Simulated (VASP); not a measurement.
# Al2O3 (R-3c) in VASP: settings compared, part 3 of 3

VASP 6.6.1. The steps go on from the part before.

## Step 4: Single point, revPBE+D4

This run uses another cell than the first one, of 8.53 Å³/atom.

File INCAR:

```
PREC     = Accurate       # precision mode
ENCUT    = 520            # plane-wave cutoff, eV
EDIFF    = 1E-6           # SCF threshold, eV
ISMEAR   = -1             # smearing method
SIGMA    = 0.05           # smearing width, eV
LREAL    = False          # projectors in reciprocal space
LASPH    = True           # aspherical terms in the spheres
NELM     = 80             # most SCF steps
ALGO     = Normal         # electronic algorithm
ISIF     = 2              # what is computed and relaxed
LWAVE    = False          # write WAVECAR
LCHARG   = True           # write CHGCAR
GGA      = RE             # functional
IVDW     = 13             # dispersion correction
LELF     = True           # ELF
LVHAR    = True         
NBANDS   = 35             # bands
```

File KPOINTS:

```
regular mesh
0
Gamma
  7 7 7
```

File POSCAR:

```
Al2O3
1.0
    2.3834574493      1.3760898000      4.3321988569
   -2.3834574493      1.3760898000      4.3321988569
    0.0000000000     -2.7521796000      4.3321988568
Al O
4 6
Direct
    0.8521278005      0.8521278005      0.8521278005
    0.6478721995      0.6478721995      0.6478721995
    0.1478721995      0.1478721995      0.1478721995
    0.3521278005      0.3521278005      0.3521278005
    0.0569293643      0.7500000000      0.4430706357
    0.7500000000      0.4430706357      0.0569293643
    0.4430706357      0.0569293643      0.7500000000
    0.9430706357      0.2500000000      0.5569293643
    0.2500000000      0.5569293643      0.9430706357
    0.5569293643      0.9430706357      0.2500000000
```

Potentials or basis: VASP PAW PBE potentials, release 64 (Al, O).

The run is started by

```console
$ cat potpaw_PBE.64/Al/POTCAR potpaw_PBE.64/O/POTCAR > POTCAR
$ mpirun -np 1 vasp_std > vasp.out
```

OUTCAR:

```text
PREC = Accurate
   ENCUT = 520
   EDIFF = 1E-6
   ISMEAR = -1
   LREAL = False
   LASPH = True
   NELM = 80
   ISIF = 2
   GGA = RE
   IVDW = 13

 ion  position               nearest neighbor table
   1  0.852  0.852  0.852-   9 1.86  10 1.86   8 1.86   7 1.98   5 1.98   6 1.98   2 2.65   3 2.80
                             3 2.80   3 2.80   2 3.22   2 3.22   2 3.22
   2  0.648  0.648  0.648-   8 1.86  10 1.86   9 1.86   7 1.98   6 1.98   5 1.98   1 2.65   4 2.80
                             4 2.80   4 2.80   1 3.22   1 3.22   1 3.22
   3  0.148  0.148  0.148-   6 1.86   7 1.86   5 1.86  10 1.98   8 1.98   9 1.98   4 2.65   1 2.80
                             1 2.80   1 2.80   4 3.22   4 3.22   4 3.22
   4  0.352  0.352  0.352-   5 1.86   7 1.86   6 1.86  10 1.98   9 1.98   8 1.98   3 2.65   2 2.80
                             2 2.80   2 2.80   3 3.22   3 3.22   3 3.22
   5  0.057  0.750  0.443-   4 1.86   3 1.86   1 1.98   2 1.98
   6  0.750  0.443  0.057-   3 1.86   4 1.86   2 1.98   1 1.98
   7  0.443  0.057  0.750-   3 1.86   4 1.86   1 1.98   2 1.98
   8  0.943  0.250  0.557-   2 1.86   1 1.86   3 1.98   4 1.98
   9  0.250  0.557  0.943-   1 1.86   2 1.86   4 1.98   3 1.98
  10  0.557  0.943  0.250-   1 1.86   2 1.86   3 1.98   4 1.98

  LATTYP: Found a trigonal (rhomboedric) cell.
 ALAT       =     5.1324886250
 COS(alpha) =     0.5686907117

  Lattice vectors:

 A1 = (   2.3834574493,   1.3760898000,   4.3321988569)
 A2 = (  -2.3834574493,   1.3760898000,   4.3321988569)
 A3 = (   0.0000000000,  -2.7521796000,   4.3321988568)

Analysis of symmetry for initial positions (statically):
=====================================================================
 Subroutine PRICEL returns:
 Original cell was already a primitive cell.

 Routine SETGRP: Setting up the symmetry group for a
 trigonal (rhombohedral) supercell.

 Subroutine GETGRP returns: Found 12 space group operations
 (whereof  6 operations were pure point group operations)
 out of a pool of 12 trial point group operations.

The static configuration has the point symmetry S_6 .
 The point group associated with its full space group is D_3d.

Analysis of symmetry for dynamics (positions and initial velocities):
=====================================================================
 Subroutine PRICEL returns:
 Original cell was already a primitive cell.

 Routine SETGRP: Setting up the symmetry group for a
 trigonal (rhombohedral) supercell.

 Subroutine GETGRP returns: Found 12 space group operations
 (whereof  6 operations were pure point group operations)
 out of a pool of 12 trial point group operations.

The dynamic configuration has the point symmetry S_6 .
 The point group associated with its full space group is D_3d.

 Subroutine INISYM returns: Found 12 space group operations
 (whereof  6 operations are pure point group operations),
 and found     1 'primitive' translations

----------------------------------------------------------------------------------------

                                     Primitive cell

  volume of cell :      85.2538

  direct lattice vectors                    reciprocal lattice vectors
     2.383457449  1.376089800  4.332198857     0.209779285  0.121116127  0.076943221
    -2.383457449  1.376089800  4.332198857    -0.209779285  0.121116127  0.076943221
     0.000000000 -2.752179600  4.332198857     0.000000000 -0.242232254  0.076943221

  length of vectors
     5.132488625  5.132488625  5.132488625     0.254158856  0.254158856  0.254158856

[... 82 lines left out ...]
   dimension x,y,z NGXF=    80 NGYF=   80 NGZF=   80
   ions per type =               4   6
   NGX,Y,Z   is equivalent  to a cutoff of  12.96, 12.96, 12.96 a.u.
   NGXF,Y,Z  is equivalent  to a cutoff of  25.91, 25.91, 25.91 a.u.
 SYSTEM =  unknown system
   PREC   = accura    normal or accurate (medium, high low for compatibility)
   ISTART =      0    job   : 0-new  1-cont  2-samecut
   ICHARG =      2    charge: 1-file 2-atom 10-const
   ISPIN  =      1    spin polarized calculation?
   LNONCOLLINEAR =      F non collinear calculations
   LSORBIT =      F    spin-orbit coupling
   LASPH  =      T    aspherical Exc in radial PAW
   ENCUT  =  520.0 eV  38.22 Ry    6.18 a.u.   9.54  9.54  9.54*2*pi/ulx,y,z
   NELM   =     80;   NELMIN=  2; NELMDL= -5     # of ELM steps
   EDIFF  = 0.1E-05   stopping-criterion for ELM
   LREAL  =      F    real-space projection
   EDIFFG = 0.1E-04   stopping-criterion for IOM
   NSW    =      0    number of steps for IOM
   IBRION =     -1    ionic relax: 0-MD 1-quasi-New 2-CG
   NFREE  =      0    steps in history (QN), initial steepest desc. (CG)
   ISIF   =      2    stress and relaxation
   ISYM   =      2    0-nonsym 1-usesym 2-fastsym
   POTIM  = 0.5000    time-step for ionic-motion
   TEBEG  =    0.0;   TEEND  =   0.0 temperature during run
   PSTRESS=    0.0 pullay stress
   NELECT =      48.0000    total number of electrons
   NUPDOWN=      -1.0000    fix difference up-down
   EMIN   =  10.00;   EMAX   =-10.00  energy-range for DOS
   EFERMI =   0.00;   METHOD = LEGACY
   ISMEAR =    -1;   SIGMA  =   0.05  broadening in eV -4-tet -1-fermi 0-gaus
   EFERMI_NEDOS =   21; number of points for ismear=-14 and -15
   IALGO  =     38    algorithm
   IMIX   =      4    mixing-type and parameters
     AMIX     =   0.40;   BMIX     =  1.00
     AMIX_MAG =   1.60;   BMIX_MAG =  1.00
  volume/ion in A,a.u.               =       8.53        57.53
  Fermi-wavevector in a.u.,A,eV,Ry     =   1.351815  2.554560 24.863343  1.827404
  Thomas-Fermi vector in A             =   2.479206
   LORBIT       =      0    0 simple, 1 ext, 2 COOP (PROOUT), +10 PAW based schemes
   GGA     = RE    functional components
   LHFCALC =     F    Hartree Fock is set to
   AEXX    =    0.0000 exact exchange contribution
   IVDW    =    13    specifies the selected vdW correction
   LEPSILON=     F    determine dielectric tensor
   LRPA    =     F    only Hartree local field effects (RPA)
 non-spin polarized calculation
  energy-cutoff  :      520.00
  volume of cell :       85.25
 maximum number of plane-waves:      2312
 NGX is ok and might be reduce to    40
   NGX = 19   NGY = 19   NGZ = 19

 number of electron      48.0000012 magnetization

 Free energy of the ion-electron system (eV)
  ---------------------------------------------------
  ext. energy  EPLUGINS =         0.00000000
  ---------------------------------------------------
  free energy    TOTEN  =       -71.42511205 eV

  energy without entropy =      -71.42511205  energy(sigma->0) =      -71.42511205

 E-fermi :   7.3071     XC(G=0): -11.5320

 val. band max:        6.2287887874   @ k =   0.0000   0.0000   0.0000
 cond. band min:      12.4719879097   @ k =   0.0000   0.0000   0.0000
 fundamental gap:      6.2431991224
 Fermi energy:         7.3070795114

 k-point     1 :       0.0000    0.0000    0.0000
  band No.  band energies     occupation
      1     -13.0546      2.00000
      2     -10.7493      2.00000
      3     -10.4849      2.00000
      4     -10.4849      2.00000
      5     -10.1747      2.00000
      6     -10.1747      2.00000
[... 901 lines left out ...]
     34      19.8688      0.00000
     35      20.1544      0.00000

 [... further k-points ...]

------------------------ aborting loop because EDIFF is reached ----------------------------------------

  DFT-D4 for vdW energy calculation

  Edisp (eV):   -5.36567

  FORCE on cell =-STRESS in cart. coord.  units (eV):
  Direction    XX          YY          ZZ          XY          YZ          ZX
  --------------------------------------------------------------------------------------
  -------------------------------------------------------------------------------------
  Total      -0.27079    -0.27079    -0.25529     0.00000    -0.00000     0.00000
  in kB      -5.08896    -5.08896    -4.79771     0.00000    -0.00000     0.00000
  external pressure =       -4.99 kB  Pullay stress =        0.00 kB

 VOLUME and BASIS-vectors are now :
 -----------------------------------------------------------------------------
  energy-cutoff  :      520.00
  volume of cell :       85.25
      direct lattice vectors                 reciprocal lattice vectors
     2.383457449  1.376089800  4.332198857     0.209779285  0.121116127  0.076943221
    -2.383457449  1.376089800  4.332198857    -0.209779285  0.121116127  0.076943221
     0.000000000 -2.752179600  4.332198857     0.000000000 -0.242232254  0.076943221

 POSITION                                       TOTAL-FORCE (eV/Angst)
 -----------------------------------------------------------------------------------
      0.00000      0.00000     11.07476        -0.000000      0.000000      0.011156
      0.00000      0.00000      8.42013        -0.000000      0.000000     -0.011156
      0.00000      0.00000      1.92184        -0.000000      0.000000     -0.011156
      0.00000      0.00000      4.57646        -0.000000      0.000000      0.011156
     -1.65190     -0.10900      5.41525         0.002520      0.004364      0.000000
      0.73155      1.48509      5.41525         0.002520     -0.004364     -0.000000
      0.92035     -1.37609      5.41525        -0.005040      0.000000      0.000000
      1.65190      0.10900      7.58135        -0.002520     -0.004364     -0.000000
     -0.73155     -1.48509      7.58135        -0.002520      0.004364      0.000000
     -0.92035      1.37609      7.58135         0.005040      0.000000      0.000000
 -----------------------------------------------------------------------------------
    total drift:                                0.000000      0.000000     -0.000000

  FREE ENERGIE OF THE ION-ELECTRON SYSTEM (eV)
  ---------------------------------------------------
  free  energy   TOTEN  =       -76.7907832031 eV

  energy  without entropy=      -76.7907832030  energy(sigma->0) =      -76.79078320
```

Wall time 3.1 min (1 thread of Intel Xeon 8259CL, shared host); peak memory 0.28 GiB.

What came out:

```
Free energy                : -76.7908 eV
Pressure                   : -0.5 GPa
Largest force              : 0.011 eV/Å
Band gap on the k mesh     : 6.24 eV
Dispersion energy per atom : -0.537 eV
```

Forces in eV/Å, atoms in the order of the input:
```
Al   0.000  0.000  0.011
Al   0.000  0.000 -0.011
Al   0.000  0.000 -0.011
Al   0.000  0.000  0.011
O    0.003  0.004  0.000
O    0.003 -0.004  0.000
O   -0.005  0.000  0.000
O   -0.003 -0.004  0.000
O   -0.003  0.004  0.000
O    0.005  0.000  0.000
```

Caveat: the PAW data sets were made with another functional, which shifts forces and pressure a little; an odd mesh through Γ misses points on the zone boundary, where band edges can lie.

## Step 5: Summary

```csv
task,level,cell,cutoff (eV),gap on the mesh (eV),pressure (GPa),relaxed volume (Å³/atom)
relaxation of cell and atoms,PBE+D4,"relaxed from a = 5.130 Å, angles 55.3°, 10 atoms",600,6.11,0.0,8.57
relaxation of cell and atoms,RPBE+D4,"relaxed from a = 5.130 Å, angles 55.3°, 10 atoms",600,6.29,0.0,8.50
single point,revPBE+D4,"a = 5.132 Å, angles 55.3°, 10 atoms",520,6.24,-0.5,-
```

Alike in all rows: potentials or basis VASP PAW PBE potentials, release 64 (Al, O); no spin polarisation; k mesh 7 × 7 × 7; smearing fermi-dirac 0.05 eV.

Caveats: an odd mesh through Γ misses points on the zone boundary, where band edges can lie; the PAW data sets were made with another functional, which shifts forces and pressure a little (at least some runs).

Absolute energies hang on the potentials; compare differences alone.

## Step 6: Comparison with measurements

Step 4. Measured gap of Al2O3: 8.7 eV (optical; quoted in “Multi-petahertz electron interference in Cr:Al2O3 solid-state material”, 2018, pmc:5906618). This calculation gives 6.24 eV (-2.46 eV). The value is that of revPBE+D4 on a finite k mesh, which can miss the band edges, without temperature or zero-point motion. Semilocal functionals fall short of measured gaps as a rule.
